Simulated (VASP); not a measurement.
# P (Cmce) in VASP: single point with PBEsol

Aim: the single point of P with PBEsol.

Program: VASP 6.6.1. These are calculated values, not measurements. Logs are shortened: lines on timing, memory, paths and dates and some standing lists are left out, and cuts for length are marked.

### 1 The cell of the first run

It takes space group Cmce (No. 64, orthorhombic). Conventional cell: a = 3.355 Å, b = 10.194 Å, c = 4.108 Å, α = 90.00°, β = 90.00°, γ = 90.00°. P (site symmetry m) has 3 P at 2.24 to 2.25 Å within 3.0 Å.

### 2 Single point, PBEsol

The input, INCAR:

```
SYSTEM = P
ALGO = Normal
EDIFF = 1E-6
ENCUT = 500
GGA = PS
GGA_COMPAT = .FALSE.
ISIF = 2
ISMEAR = -1
LASPH = .TRUE.
LCHARG = .FALSE.
LREAL = .FALSE.
LWAVE = .FALSE.
NBANDS = 18
NELM = 120
PREC = Accurate
SIGMA = 0.05
```

The input, KPOINTS:

```
k-points
0
G
  6 6 4
  0 0 0
```

The input, POSCAR:

```
P
1.0
    1.6775959963     -5.0970751110      0.0000000000
    1.6775959963      5.0970751110      0.0000000000
    0.0000000000      0.0000000000      4.1081979656
P
4
Direct
    0.1064982701      0.8935017299      0.9304408175
    0.6064982701      0.3935017299      0.5695591825
    0.8935017299      0.1064982701      0.0695591825
    0.3935017299      0.6064982701      0.4304408175
```

Potentials or basis: VASP PAW PBE potentials, release 64 (P).

The run is started by

```
$ cat potpaw_PBE.64/P/POTCAR > POTCAR
$ mpirun -np 1 vasp_std > vasp.out
```

OUTCAR:

```text
SYSTEM = P
   EDIFF = 1E-6
   ENCUT = 500
   GGA = PS
   ISIF = 2
   ISMEAR = -1
   LASPH = .TRUE.
   LREAL = .FALSE.
   NELM = 120
   PREC = Accurate

 ion  position               nearest neighbor table
   1  0.106  0.894  0.930-   2 2.24   2 2.24   3 2.25
   2  0.606  0.394  0.570-   1 2.24   1 2.24   4 2.25
   3  0.894  0.106  0.070-   4 2.24   4 2.24   1 2.25
   4  0.394  0.606  0.430-   3 2.24   3 2.24   2 2.25

  LATTYP: Found a base centered orthorhombic cell.
 ALAT       =     3.3551919926
 B/A-ratio  =     3.0383209797
 C/A-ratio  =     1.2244300698

  Lattice vectors:

 A1 = (   1.6775959963,  -5.0970751110,   0.0000000000)
 A2 = (   1.6775959963,   5.0970751110,   0.0000000000)
 A3 = (   0.0000000000,   0.0000000000,   4.1081979656)

Analysis of symmetry for initial positions (statically):
=====================================================================
 Subroutine PRICEL returns:
 Original cell was already a primitive cell.

 Routine SETGRP: Setting up the symmetry group for a
 base centered orthorhombic supercell.

 Subroutine GETGRP returns: Found  8 space group operations
 (whereof  4 operations were pure point group operations)
 out of a pool of  8 trial point group operations.

The static configuration has the point symmetry C_2h.
 The point group associated with its full space group is D_2h.

Analysis of symmetry for dynamics (positions and initial velocities):
=====================================================================
 Subroutine PRICEL returns:
 Original cell was already a primitive cell.

 Routine SETGRP: Setting up the symmetry group for a
 base centered orthorhombic supercell.

 Subroutine GETGRP returns: Found  8 space group operations
 (whereof  4 operations were pure point group operations)
 out of a pool of  8 trial point group operations.

The dynamic configuration has the point symmetry C_2h.
 The point group associated with its full space group is D_2h.

 Subroutine INISYM returns: Found  8 space group operations
 (whereof  4 operations are pure point group operations),
 and found     1 'primitive' translations

----------------------------------------------------------------------------------------

                                     Primitive cell

  volume of cell :      70.2570

  direct lattice vectors                    reciprocal lattice vectors
     1.677595996 -5.097075111  0.000000000     0.298045537 -0.098095474  0.000000000
     1.677595996  5.097075111  0.000000000     0.298045537  0.098095474  0.000000000
     0.000000000  0.000000000  4.108197966     0.000000000  0.000000000  0.243415728

  length of vectors
     5.366050970  5.366050970  4.108197966     0.313773588  0.313773588  0.243415728

  position of ions in fractional coordinates (direct lattice)
     0.106498270  0.893501730  0.930440817
     0.606498270  0.393501730  0.569559183
     0.893501730  0.106498270  0.069559183
     0.393501730  0.606498270  0.430440817

  ion indices of the primitive-cell ions
   primitive index   ion index
                 1           1
                 2           2
                 3           3
                 4           4

----------------------------------------------------------------------------------------

 KPOINTS: k-points

Automatic generation of k-mesh.
 Grid dimensions read from file:
 generate k-points for:    6    6    4

 Generating k-lattice:

  Cartesian coordinates                     Fractional coordinates (reciprocal lattice)
     0.049674256 -0.016349246  0.000000000     0.166666667  0.000000000  0.000000000
     0.049674256  0.016349246  0.000000000     0.000000000  0.166666667  0.000000000
     0.000000000  0.000000000  0.060853932     0.000000000  0.000000000  0.250000000

  Length of vectors
     0.052295598  0.052295598  0.060853932

  Shift w.r.t. Gamma in fractional coordinates (k-lattice)
     0.000000000  0.000000000  0.000000000

 Subroutine IBZKPT returns following result:
 ===========================================

 Found     39 irreducible k-points:

 Following reciprocal coordinates:
            Coordinates               Weight
  0.000000  0.000000  0.000000      1.000000
  0.166667  0.000000  0.000000      4.000000
  0.333333  0.000000  0.000000      4.000000
  0.500000  0.000000  0.000000      2.000000
  0.166667  0.166667  0.000000      2.000000
  0.333333  0.166667  0.000000      4.000000
[... 16 lines left out ...]
  0.333333  0.333333  0.250000      4.000000
  0.500000  0.333333  0.250000      8.000000
 [... further k-points ...]
   k-points           NKPTS =     39   k-points in BZ     NKDIM =     39   number of bands    NBANDS=     18
   number of dos      NEDOS =    301   number of ions     NIONS =      4
   total plane-waves  NPLWV =  48000
   dimension x,y,z NGX =    40 NGY =   40 NGZ =   30
   dimension x,y,z NGXF=    80 NGYF=   80 NGZF=   60
   ions per type =               4
   NGX,Y,Z   is equivalent  to a cutoff of  12.39, 12.39, 12.14 a.u.
   NGXF,Y,Z  is equivalent  to a cutoff of  24.78, 24.78, 24.28 a.u.
 SYSTEM =  P
   PREC   = accura    normal or accurate (medium, high low for compatibility)
   ISTART =      0    job   : 0-new  1-cont  2-samecut
   ICHARG =      2    charge: 1-file 2-atom 10-const
   ISPIN  =      1    spin polarized calculation?
   LNONCOLLINEAR =      F non collinear calculations
   LSORBIT =      F    spin-orbit coupling
   LASPH  =      T    aspherical Exc in radial PAW
   ENCUT  =  500.0 eV  36.75 Ry    6.06 a.u.   9.78  9.78  7.49*2*pi/ulx,y,z
   NELM   =    120;   NELMIN=  2; NELMDL= -5     # of ELM steps
   EDIFF  = 0.1E-05   stopping-criterion for ELM
   LREAL  =      F    real-space projection
   EDIFFG = 0.1E-04   stopping-criterion for IOM
   NSW    =      0    number of steps for IOM
   IBRION =     -1    ionic relax: 0-MD 1-quasi-New 2-CG
   NFREE  =      0    steps in history (QN), initial steepest desc. (CG)
   ISIF   =      2    stress and relaxation
   ISYM   =      2    0-nonsym 1-usesym 2-fastsym
   POTIM  = 0.5000    time-step for ionic-motion
   TEBEG  =    0.0;   TEEND  =   0.0 temperature during run
   PSTRESS=    0.0 pullay stress
   NELECT =      20.0000    total number of electrons
   NUPDOWN=      -1.0000    fix difference up-down
   EMIN   =  10.00;   EMAX   =-10.00  energy-range for DOS
   EFERMI =   0.00;   METHOD = LEGACY
   ISMEAR =    -1;   SIGMA  =   0.05  broadening in eV -4-tet -1-fermi 0-gaus
   EFERMI_NEDOS =   21; number of points for ismear=-14 and -15
   IALGO  =     38    algorithm
   IMIX   =      4    mixing-type and parameters
     AMIX     =   0.40;   BMIX     =  1.00
     AMIX_MAG =   1.60;   BMIX_MAG =  1.00
  volume/ion in A,a.u.               =      17.56       118.53
  Fermi-wavevector in a.u.,A,eV,Ry     =   1.076932  2.035106 15.779796  1.159782
  Thomas-Fermi vector in A             =   2.212830
   LORBIT       =      0    0 simple, 1 ext, 2 COOP (PROOUT), +10 PAW based schemes
   GGA     = PS    functional components
   LHFCALC =     F    Hartree Fock is set to
   AEXX    =    0.0000 exact exchange contribution
   IVDW    =     0    specifies the selected vdW correction
   LEPSILON=     F    determine dielectric tensor
   LRPA    =     F    only Hartree local field effects (RPA)
 non-spin polarized calculation
  energy-cutoff  :      500.00
  volume of cell :       70.26
 maximum number of plane-waves:      1805
   NGX = 19   NGY = 19   NGZ = 15

 number of electron      20.0000000 magnetization

 Free energy of the ion-electron system (eV)
  ---------------------------------------------------
  ext. energy  EPLUGINS =         0.00000000
  ---------------------------------------------------
  free energy    TOTEN  =       -23.04757024 eV

  energy without entropy =      -23.04483040  energy(sigma->0) =      -23.04620032

 E-fermi :   7.3421     XC(G=0): -10.4276

 val. band max:        7.0714346000   @ k =   0.5000   0.3333   0.0000
 cond. band min:       7.3565043661   @ k =   0.5000   0.1667   0.0000
 fundamental gap:      0.2850697661
 Fermi energy:         7.3420548164

 k-point     1 :       0.0000    0.0000    0.0000
  band No.  band energies     occupation
      1      -8.6038      2.00000
      2      -5.1386      2.00000
      3      -1.6434      2.00000
      4       0.0392      2.00000
      5       2.2406      2.00000
      6       3.1897      2.00000
[... 10 lines left out ...]
     17      14.4840      0.00000
     18      14.7793      0.00000

 k-point     2 :       0.1667    0.0000    0.0000
  band No.  band energies     occupation
      1      -8.2585      2.00000
      2      -4.8739      2.00000
      3      -2.0779      2.00000
      4       0.4128      2.00000
      5       1.6506      2.00000
      6       2.2889      2.00000
[... 10 lines left out ...]
     17      12.3288      0.00000
     18      14.2417      0.00000

 k-point     3 :       0.3333    0.0000    0.0000
  band No.  band energies     occupation
      1      -7.2417      2.00000
      2      -4.0635      2.00000
      3      -3.6602      2.00000
      4      -0.7170      2.00000
      5       1.4447      2.00000
      6       2.0829      2.00000
[... 10 lines left out ...]
     17      14.1774      0.00000
     18      14.3464      0.00000

 k-point     4 :       0.5000    0.0000    0.0000
  band No.  band energies     occupation
      1      -5.6301      2.00000
      2      -5.6301      2.00000
      3      -2.6774      2.00000
      4      -2.6774      2.00000
      5       2.4689      2.00000
      6       2.4689      2.00000
[... 10 lines left out ...]
     17      14.4176      0.00000
     18      14.4176      0.00000

 k-point     5 :       0.1667    0.1667    0.0000
  band No.  band energies     occupation
      1      -7.3143      2.00000
      2      -3.8226      2.00000
      3      -3.6002      2.00000
      4      -0.8924      2.00000
      5       1.1491      2.00000
      6       2.0664      2.00000
[... 10 lines left out ...]
     17      13.8689      0.00000
     18      14.9064      0.00000

 k-point     6 :       0.3333    0.1667    0.0000
  band No.  band energies     occupation
      1      -5.7513      2.00000
      2      -5.4853      2.00000
      3      -3.0514      2.00000
      4      -2.2854      2.00000
      5       2.1530      2.00000
      6       2.6996      2.00000
[... 10 lines left out ...]
     17      14.0343      0.00000
     18      14.8651      0.00000

 k-point     7 :       0.5000    0.1667    0.0000
  band No.  band energies     occupation
      1      -7.0723      2.00000
      2      -4.5229      2.00000
      3      -3.7674      2.00000
      4      -0.3375      2.00000
      5       2.0677      2.00000
      6       2.0684      2.00000
[... 10 lines left out ...]
     17      14.2341      0.00000
     18      14.4325      0.00000

 k-point     8 :      -0.3333    0.1667    0.0000
  band No.  band energies     occupation
      1      -8.1197      2.00000
      2      -5.2869      2.00000
      3      -2.0715      2.00000
      4       0.9454      2.00000
      5       1.6418      2.00000
      6       2.3677      2.00000
[... 10 lines left out ...]
     17      12.6044      0.00000
     18      13.0715      0.00000
[... 229 lines left out ...]
     17      13.2578      0.00000
     18      14.4757      0.00000

 k-point    20 :       0.5000    0.1667    0.2500
  band No.  band energies     occupation
      1      -6.6900      2.00000
      2      -4.7768      2.00000
      3      -3.3222      2.00000
      4      -0.8143      2.00000
      5       0.4998      2.00000
      6       1.7356      2.00000
[... 10 lines left out ...]
     17      13.7934      0.00000
     18      14.5426      0.00000

 k-point    21 :      -0.3333    0.1667    0.2500
  band No.  band energies     occupation
      1      -7.7043      2.00000
      2      -5.4871      2.00000
      3      -2.5228      2.00000
      4      -0.0989      2.00000
      5       1.4357      2.00000
      6       2.3554      2.00000
[... 10 lines left out ...]
     17      13.9922      0.00000
     18      14.3114      0.00000

 k-point    22 :      -0.1667    0.1667    0.2500
  band No.  band energies     occupation
      1      -8.1013      2.00000
      2      -5.6863      2.00000
      3      -2.3803      2.00000
      4       0.0208      2.00000
      5       1.7204      2.00000
      6       3.4369      2.00000
[... 10 lines left out ...]
     17      14.3596      0.00000
     18      14.7456      0.00000

 k-point    23 :       0.3333    0.3333    0.2500
  band No.  band energies     occupation
      1      -6.5971      2.00000
      2      -4.8781      2.00000
      3      -3.4401      2.00000
      4      -0.7346      2.00000
      5       0.3906      2.00000
      6       1.6411      2.00000
[... 10 lines left out ...]
     17      13.6200      0.00000
     18      14.0372      0.00000

 k-point    24 :       0.5000    0.3333    0.2500
  band No.  band energies     occupation
      1      -7.5463      2.00000
      2      -5.7071      2.00000
      3      -2.6675      2.00000
      4      -0.3855      2.00000
      5       1.2697      2.00000
      6       2.9978      2.00000
[... 10 lines left out ...]
     17      12.6742      0.00000
     18      14.2122      0.00000

 [... further k-points ...]

------------------------ aborting loop because EDIFF is reached ----------------------------------------

  FORCE on cell =-STRESS in cart. coord.  units (eV):
  Direction    XX          YY          ZZ          XY          YZ          ZX
  --------------------------------------------------------------------------------------
  -------------------------------------------------------------------------------------
  Total       -0.0307143     -0.0686704     -0.0280859      0.0000000      0.0000000      0.0000000
  in kB       -0.7004237     -1.5659952     -0.6404859      0.0000000      0.0000000      0.0000000
  external PRESSURE =      -0.9689683 kB  Pullay stress =       0.0000000 kB

 VOLUME and BASIS-vectors are now :
 -----------------------------------------------------------------------------
  energy-cutoff  :      500.00
  volume of cell :       70.26
      direct lattice vectors                 reciprocal lattice vectors
     1.677595996 -5.097075111  0.000000000     0.298045537 -0.098095474  0.000000000
     1.677595996  5.097075111  0.000000000     0.298045537  0.098095474  0.000000000
     0.000000000  0.000000000  4.108197966     0.000000000  0.000000000  0.243415728

 POSITION                                       TOTAL-FORCE (eV/Angst)
 -----------------------------------------------------------------------------------
      1.67760      4.01142      3.82244         0.000000      0.022593     -0.022023
      1.67760     -1.08566      2.33986         0.000000      0.022593      0.022023
      1.67760     -4.01142      0.28576         0.000000     -0.022593      0.022023
      1.67760      1.08566      1.76834         0.000000     -0.022593     -0.022023
 -----------------------------------------------------------------------------------
    total drift:                               -0.000000     -0.000000      0.000000

  FREE ENERGIE OF THE ION-ELECTRON SYSTEM (eV)
  ---------------------------------------------------
  free  energy   TOTEN  =       -23.0475702443 eV

  energy  without entropy=      -23.0448304031  energy(sigma->0) =      -23.04620032
```

Run time: 66 s. Hardware: 1 thread of Intel Xeon 8259CL, shared host; peak memory 0.21 GiB.

What came out:

```yaml
Free_energy: -23.0476 eV
Pressure: -0.1 GPa
Largest_force: 0.032 eV/Å
Band_gap_on_the_k_mesh: zero (band 10 reaches 7.44 eV, above the bottom of band 11 at 7.36 eV)
```

Forces on the atoms (eV/Å):
```
P    0.000  0.023 -0.022
P    0.000  0.023  0.022
P    0.000 -0.023  0.022
P    0.000 -0.023 -0.022
```

Stress tensor (GPa, compression positive):
```
-0.07  0.00  0.00
 0.00 -0.16  0.00
 0.00  0.00 -0.06
```

Caveat: the k points lie up to 0.38 Å⁻¹ apart; the PAW data sets were made with another functional, which shifts forces and pressure a little.
